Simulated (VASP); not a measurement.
# SrAlO4 (I4/mmm) in VASP: relaxation of cell and atoms with PBE

Aim: the relaxation of cell and atoms of SrAlO4 with PBE.

Program: VASP 6.6.1. These are calculated values, not measurements. Logs are shortened: lines on timing, memory, paths and dates and some standing lists are left out, and cuts for length are marked.

## Step 1: The cell of the first run

The structure is tetragonal, space group I4/mmm (No. 139). Conventional cell: a = 5.474 Å, b = 5.474 Å, c = 6.539 Å, α = 90.00°, β = 90.00°, γ = 90.00°. Sr (site symmetry 4/mmm) has 16 O at 2.86 to 3.67 Å and 6 Al at 3.27 to 3.87 Å within 3.9 Å. Within 3.9 Å of Al (site symmetry 4/mmm) lie 16 O at 2.86 to 3.67 Å and 6 Sr at 3.27 to 3.87 Å. O (site symmetry 2mm) has 2 O at 1.63 to 1.64 Å within 2.2 Å.

The cell was generated, and may not be a known phase.

## Step 2: Relaxation of cell and atoms, PBE

Input file INCAR:

```
SYSTEM = SrAlO4
PREC     = Accurate       ! precision mode
ENCUT    = 600            ! plane-wave cutoff, eV
EDIFF    = 1E-7           ! SCF threshold, eV
ISMEAR   = 0              ! smearing method
SIGMA    = 0.2            ! smearing width, eV
LREAL    = .FALSE.        ! projectors in reciprocal space
LASPH    = .TRUE.         ! aspherical terms in the spheres
NELM     = 120            ! most SCF steps
ALGO     = Normal         ! electronic algorithm
ISIF     = 3              ! what is computed and relaxed
LWAVE    = .FALSE.        ! write WAVECAR
LCHARG   = .FALSE.        ! write CHGCAR
GGA      = PE             ! functional
IBRION   = 2              ! ionic algorithm
NSW      = 36             ! ionic steps
EDIFFG   = -0.08          ! ionic threshold
GGA_COMPAT= .FALSE.      
NELMIN   = 4
```

Input file KPOINTS:

```
Automatic mesh
0
G
  4 4 4
  0 0 0
```

Input file POSCAR:

```
SrAlO4
1.0
   -2.7370378400      2.7370378400      3.2696690200
    2.7370378400     -2.7370378400      3.2696690200
    2.7370378400      2.7370378400     -3.2696690200
Sr Al O
1 1 4
Direct
    0.5000000000      0.5000000000      0.0000000000
    0.0000000000      0.0000000000      0.0000000000
    0.1253580500      0.6253580500      0.5000000000
    0.6253580500      0.1253580500      0.5000000000
    0.8746419500      0.3746419500      0.5000000000
    0.3746419500      0.8746419500      0.5000000000
```

Potentials or basis: VASP PAW PBE potentials, release 64 (Sr_sv, Al, O).

On the command line:

```
cat potpaw_PBE.64/Sr_sv/POTCAR potpaw_PBE.64/Al/POTCAR potpaw_PBE.64/O/POTCAR > POTCAR
mpirun -np 1 vasp_std > vasp.out
```

OUTCAR:

```text
SYSTEM = SrAlO4
   PREC = Accurate
   ENCUT = 600
   EDIFF = 1E-7
   ISMEAR = 0
   LREAL = .FALSE.
   LASPH = .TRUE.
   NELM = 120
   ISIF = 3
   GGA = PE
   IBRION = 2
   NSW = 36
   EDIFFG = -0.08
   NELMIN = 4

 ion  position               nearest neighbor table
   1  0.500  0.500  0.000-   3 2.86   4 2.86   5 2.86   6 2.86   3 2.86   4 2.86   6 2.86   5 2.86
                             2 3.27   2 3.27   2 3.87   2 3.87   2 3.87   2 3.87
   2  0.000  0.000  0.000-   1 3.27   1 3.27   1 3.87   1 3.87   1 3.87   1 3.87
   3  0.125  0.625  0.500-   6 1.63   5 1.64   1 2.86   1 2.86
   4  0.625  0.125  0.500-   5 1.63   6 1.64   1 2.86   1 2.86
   5  0.875  0.375  0.500-   4 1.63   3 1.64   1 2.86   1 2.86
   6  0.375  0.875  0.500-   3 1.63   4 1.64   1 2.86   1 2.86

  LATTYP: Found a body centered tetragonal cell.
 ALAT       =     5.4740756800
 C/A-ratio  =     1.1946013213

  Lattice vectors:

 A1 = (  -2.7370378400,   2.7370378400,   3.2696690200)
 A2 = (   2.7370378400,  -2.7370378400,   3.2696690200)
 A3 = (   2.7370378400,   2.7370378400,  -3.2696690200)

Analysis of symmetry for initial positions (statically):
=====================================================================
 Subroutine PRICEL returns:
 Original cell was already a primitive cell.

 Routine SETGRP: Setting up the symmetry group for a
 body centered tetragonal supercell.

 Subroutine GETGRP returns: Found 16 space group operations
 (whereof 16 operations were pure point group operations)
 out of a pool of 16 trial point group operations.

The static configuration has the point symmetry D_4h.

Analysis of symmetry for dynamics (positions and initial velocities):
=====================================================================
 Subroutine PRICEL returns:
 Original cell was already a primitive cell.

 Routine SETGRP: Setting up the symmetry group for a
 body centered tetragonal supercell.

 Subroutine GETGRP returns: Found 16 space group operations
 (whereof 16 operations were pure point group operations)
 out of a pool of 16 trial point group operations.

The dynamic configuration has the point symmetry D_4h.

 Subroutine INISYM returns: Found 16 space group operations
 (whereof 16 operations are pure point group operations),
 and found     1 'primitive' translations

----------------------------------------------------------------------------------------

                                     Primitive cell

  volume of cell :      97.9773

  direct lattice vectors                    reciprocal lattice vectors
    -2.737037840  2.737037840  3.269669020     0.000000000  0.182679243  0.152920677
     2.737037840 -2.737037840  3.269669020     0.182679243  0.000000000  0.152920677
     2.737037840  2.737037840 -3.269669020     0.182679243  0.182679243  0.000000000

  length of vectors
     5.066901200  5.066901200  5.066901200     0.238236100  0.238236100  0.258347463

  position of ions in fractional coordinates (direct lattice)
     0.500000000  0.500000000  0.000000000
     0.000000000  0.000000000  0.000000000
     0.125358050  0.625358050  0.500000000
     0.625358050  0.125358050  0.500000000
     0.874641950  0.374641950  0.500000000
     0.374641950  0.874641950  0.500000000

  ion indices of the primitive-cell ions
   primitive index   ion index
                 1           1
                 2           2
                 3           3
                 4           4
                 5           5
                 6           6

----------------------------------------------------------------------------------------

 KPOINTS: Automatic mesh

Automatic generation of k-mesh.
 Grid dimensions read from file:
 generate k-points for:    4    4    4

 Generating k-lattice:

  Cartesian coordinates                     Fractional coordinates (reciprocal lattice)
     0.000000000  0.045669811  0.038230169     0.250000000  0.000000000 -0.000000000
     0.045669811  0.000000000  0.038230169     0.000000000  0.250000000 -0.000000000
     0.045669811  0.045669811  0.000000000     0.000000000  0.000000000  0.250000000

  Length of vectors
     0.059559025  0.059559025  0.064586866

  Shift w.r.t. Gamma in fractional coordinates (k-lattice)
     0.000000000  0.000000000  0.000000000

 Subroutine IBZKPT returns following result:
 ===========================================

 Found     13 irreducible k-points:

 Following reciprocal coordinates:
            Coordinates               Weight
  0.000000  0.000000  0.000000      1.000000
  0.250000 -0.000000  0.000000      8.000000
  0.500000 -0.000000  0.000000      4.000000
  0.250000  0.250000  0.000000      8.000000
  0.500000  0.250000  0.000000     16.000000
 -0.250000  0.250000  0.000000      4.000000
  0.500000  0.500000  0.000000      2.000000
  0.250000  0.250000  0.250000      2.000000
 -0.250000  0.250000  0.250000      4.000000
  0.500000  0.500000  0.250000      4.000000
 -0.250000  0.500000  0.250000      8.000000
 -0.250000 -0.250000  0.250000      2.000000
  0.500000  0.500000  0.500000      1.000000
   k-points           NKPTS =     13   k-points in BZ     NKDIM =     13   number of bands    NBANDS=     22
   number of dos      NEDOS =    301   number of ions     NIONS =      6
   total plane-waves  NPLWV =  64000
   dimension x,y,z NGX =    40 NGY =   40 NGZ =   40
   dimension x,y,z NGXF=    80 NGYF=   80 NGZF=   80
   ions per type =               1   1   4
   NGX,Y,Z   is equivalent  to a cutoff of  13.12, 13.12, 13.12 a.u.
   NGXF,Y,Z  is equivalent  to a cutoff of  26.25, 26.25, 26.25 a.u.
 SYSTEM =  SrAlO4
   PREC   = accura    normal or accurate (medium, high low for compatibility)
   ISTART =      0    job   : 0-new  1-cont  2-samecut
   ICHARG =      2    charge: 1-file 2-atom 10-const
   ISPIN  =      1    spin polarized calculation?
   LNONCOLLINEAR =      F non collinear calculations
   LSORBIT =      F    spin-orbit coupling
   LASPH  =      T    aspherical Exc in radial PAW
   ENCUT  =  600.0 eV  44.10 Ry    6.64 a.u.  10.12 10.12 10.12*2*pi/ulx,y,z
   NELM   =    120;   NELMIN=  4; NELMDL= -5     # of ELM steps
   EDIFF  = 0.1E-06   stopping-criterion for ELM
   LREAL  =      F    real-space projection
   EDIFFG = -.8E-01   stopping-criterion for IOM
   NSW    =     36    number of steps for IOM
   IBRION =      2    ionic relax: 0-MD 1-quasi-New 2-CG
   NFREE  =      1    steps in history (QN), initial steepest desc. (CG)
   ISIF   =      3    stress and relaxation
   ISYM   =      2    0-nonsym 1-usesym 2-fastsym
   POTIM  = 0.5000    time-step for ionic-motion
   TEBEG  =    0.0;   TEEND  =   0.0 temperature during run
   PSTRESS=    0.0 pullay stress
   NELECT =      37.0000    total number of electrons
   NUPDOWN=      -1.0000    fix difference up-down
   EMIN   =  10.00;   EMAX   =-10.00  energy-range for DOS
   EFERMI =   0.00;   METHOD = LEGACY
   ISMEAR =     0;   SIGMA  =   0.20  broadening in eV -4-tet -1-fermi 0-gaus
   EFERMI_NEDOS =   21; number of points for ismear=-14 and -15
   IALGO  =     38    algorithm
   IMIX   =      4    mixing-type and parameters
     AMIX     =   0.40;   BMIX     =  1.00
     AMIX_MAG =   1.60;   BMIX_MAG =  1.00
  volume/ion in A,a.u.               =      16.33       110.20
  Fermi-wavevector in a.u.,A,eV,Ry     =   1.183315  2.236141 19.051337  1.400234
  Thomas-Fermi vector in A             =   2.319552
   LORBIT       =      0    0 simple, 1 ext, 2 COOP (PROOUT), +10 PAW based schemes
   GGA     = PE    functional components
   LHFCALC =     F    Hartree Fock is set to
   AEXX    =    0.0000 exact exchange contribution
   IVDW    =     0    specifies the selected vdW correction
   LEPSILON=     F    determine dielectric tensor
   LRPA    =     F    only Hartree local field effects (RPA)
 conjugate gradient relaxation of ions
 non-spin polarized calculation
 Gauss-broadening in eV      SIGMA  =   0.20
  energy-cutoff  :      600.00
  volume of cell :       97.98
 maximum number of plane-waves:      3296
   NGX = 21   NGY = 21   NGZ = 21

--------------------------------------- Ionic step        1  -------------------------------------------

 number of electron      36.9999986 magnetization

 Free energy of the ion-electron system (eV)
  ---------------------------------------------------
  ext. energy  EPLUGINS =         0.00000000
  ---------------------------------------------------
  free energy    TOTEN  =       -25.57808383 eV

  energy without entropy =      -25.47124025  energy(sigma->0) =      -25.52466204

------------------------ aborting loop because EDIFF is reached ----------------------------------------

  FORCE on cell =-STRESS in cart. coord.  units (eV):
  Direction    XX          YY          ZZ          XY          YZ          ZX
  --------------------------------------------------------------------------------------
  -------------------------------------------------------------------------------------
  Total       -9.0341130     -9.0341130     19.4304429      0.0000000      0.0000000     -0.0000000
  in kB     -147.7306854   -147.7306854    317.7370767      0.0000000      0.0000000     -0.0000000
  external PRESSURE =       7.4252353 kB  Pullay stress =       0.0000000 kB
[... 67 lines left out ...]
--------------------------------------- Ionic step        3  -------------------------------------------

 number of electron      37.0000000 magnetization

 E-fermi :   1.3655     XC(G=0):  -9.2950

 val. band max:        1.3078818117   @ k =   0.2500  -0.0000   0.0000
 cond. band min:       1.6913168243   @ k =   0.5000   0.2500   0.0000
 fundamental gap:      0.3834350126
 Fermi energy:         1.3654942756

 k-point     1 :       0.0000    0.0000    0.0000
  band No.  band energies     occupation
      1     -31.3516      2.00000
      2     -16.5480      2.00000
      3     -15.5172      2.00000
      4     -14.6692      2.00000
      5     -14.2140      2.00000
      6     -13.4782      2.00000
[... 347 lines left out ...]
  FREE ENERGIE OF THE ION-ELECTRON SYSTEM (eV)
  ---------------------------------------------------
  free  energy   TOTEN  =       -29.6176744256 eV

  energy  without entropy=      -29.5981736558  energy(sigma->0) =      -29.60792404

[... ionic steps 4 to 16 ...]

--------------------------------------- Ionic step       17  -------------------------------------------

 number of electron      37.0000008 magnetization

------------------------ aborting loop because EDIFF is reached ----------------------------------------
[... 75 lines left out ...]
--------------------------------------- Ionic step       19  -------------------------------------------

 number of electron      37.0000005 magnetization

 Free energy of the ion-electron system (eV)
  ---------------------------------------------------
  ext. energy  EPLUGINS =         0.00000000
  ---------------------------------------------------
  free energy    TOTEN  =       -31.28174978 eV

  energy without entropy =      -31.25780667  energy(sigma->0) =      -31.26977823

 E-fermi :   4.3551     XC(G=0): -10.2046

 val. band max:        4.3470508448   @ k =   0.2500   0.2500   0.0000
 cond. band min:       4.4867522124   @ k =  -0.2500   0.2500   0.2500
 fundamental gap:      0.1397013676
 Fermi energy:         4.3551361320

 k-point     1 :       0.0000    0.0000    0.0000
  band No.  band energies     occupation
      1     -29.6145      2.00000
      2     -17.8591      2.00000
      3     -17.2840      2.00000
      4     -12.4531      2.00000
      5     -12.1126      2.00000
      6     -11.8521      2.00000
[... 347 lines left out ...]
  FREE ENERGIE OF THE ION-ELECTRON SYSTEM (eV)
  ---------------------------------------------------
  free  energy   TOTEN  =       -31.2817497848 eV

  energy  without entropy=      -31.2578066656  energy(sigma->0) =      -31.26977823

 reached required accuracy - stopping structural energy minimisation
```

Wall time 16 min (1 thread of Intel Xeon 8259CL, shared host); peak memory 0.27 GiB.

What came out:

```
Free energy                           : -31.2817 eV
Relaxed volume                        : 12.98 Å³/atom
Relaxed cell                          : a = 4.998 Å, b = 4.998 Å, c = 4.998 Å, α = 126.56°, β = 126.56°, γ = 78.97°
Space group after relaxing (to 0.1 Å) : I4/mmm (No. 139)
Energy gained by relaxing             : 950.6 meV/atom
Ionic steps                           : 19
Pressure after relaxing               : 0.0 GPa
Largest force after relaxing          : 0.010 eV/Å
Band gap on the k mesh                : zero (an odd number of electrons rules out a gap without spin polarisation)
```

Forces in eV/Å, atoms in the order of the input:
```
Sr   0.000  0.000  0.000
Al   0.000  0.000  0.000
O    0.000  0.000  0.010
O    0.000  0.000  0.010
O    0.000  0.000 -0.010
O    0.000  0.000 -0.010
```

The path:
```tsv
step	energy change (eV)	largest force (eV/Å)	pressure (GPa)	volume (Å³)
1	0.0000	0.8158	0.74	97.98
2	-3.0694	1.9079	-12.16	97.42
3	-4.0396	0.6571	-16.17	95.08
4	-5.0039	0.0059	1.65	71.99
5	-5.1934	0.0836	-5.77	77.40
6	-5.4064	0.4818	3.99	72.39
7	-5.4281	0.2824	1.19	73.58
8	-5.4283	0.2693	1.01	73.66
9	-5.4517	0.3350	0.38	74.32
10	-5.5606	0.7643	-0.83	76.31
11	-5.5947	1.4647	0.09	80.32
12	-5.6618	0.6216	-1.22	77.69
13	-5.6979	0.1427	-1.01	79.00
14	-5.6994	0.0747	-1.12	78.72
15	-5.6996	0.0002	-1.09	78.82
16	-5.5964	1.5461	3.35	77.43
17	-5.7006	0.0935	-0.75	78.69
18	-5.7020	0.0885	0.56	77.33
19	-5.7037	0.0105	-0.02	77.91
```

Final structure:
```cif
data_structure
_symmetry_space_group_name_H-M 'P 1'
_symmetry_Int_Tables_number 1
_cell_length_a 4.9977
_cell_length_b 4.9977
_cell_length_c 4.9977
_cell_angle_alpha 126.560
_cell_angle_beta 126.560
_cell_angle_gamma 78.970
_cell_volume 77.91
loop_
_atom_site_label
_atom_site_type_symbol
_atom_site_fract_x
_atom_site_fract_y
_atom_site_fract_z
_atom_site_occupancy
Sr1 Sr 0.50000 0.50000 0.00000 1
Al1 Al 0.00000 0.00000 0.00000 1
O1 O 0.15375 0.65375 0.50000 1
O2 O 0.65375 0.15375 0.50000 1
O3 O 0.84625 0.34625 0.50000 1
O4 O 0.34625 0.84625 0.50000 1
```

Caveat: the k points lie up to 0.40 Å⁻¹ apart in the final cell, too coarse for converged energies and pressures of a metal; the volume moved by over 15 % at a fixed basis, so the end points are rough; an odd number of electrons without spin polarisation forces a metal; a magnetic or distorted state may lie lower.

The gap in the log of VASP goes by the Fermi energy; the results here count the filled bands.